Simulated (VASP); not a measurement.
TaN:

```xyz
2
Lattice="0.0000 2.1878 2.1878 2.1878 0.0000 2.1878 2.1878 2.1878 0.0000" Properties=species:S:1:pos:R:3 pbc="T T T"
Ta    2.1878    2.1878    2.1878
N     0.0000    0.0000    0.0000
```

Base run:

* Program: VASP 6.6.1
* Functional: PBEsol
* Potentials or basis: VASP PAW PBE potentials, release 64 (Ta_pv, N)
* Cutoff: 520 eV
* k mesh: 14 × 14 × 14
* Occupations: gaussian, width 0.15 eV
* Spin: no spin polarisation

Its results: band gap on the k mesh zero (band 8 reaches 11.50 eV, above the bottom of band 9 at 7.38 eV); pressure 1.0 GPa.

Question: The run is repeated on the same cell with these changes: potentials or basis from VASP PAW PBE potentials, release 64 (Ta_pv, N) to VASP PAW PBE potentials, release 64 (Ta_sv_GW, N); cutoff from 520 eV to 600 eV; further incar settings from ALGO = Normal; EDIFF = 1e-06; NBANDS = 15 to ALGO = Normal; EDIFF = 1e-06; NBANDS = 16; valence electrons from 16 to 18. What comes out?

Answer: Band gap on the k mesh zero (band 9 reaches 15.84 eV, above the bottom of band 10 at 11.71 eV); pressure 0.1 GPa.

Caveats: the PAW data sets were made with another functional, which shifts forces and pressure a little; spin-orbit coupling is left out, which moves the levels of the heavy elements.
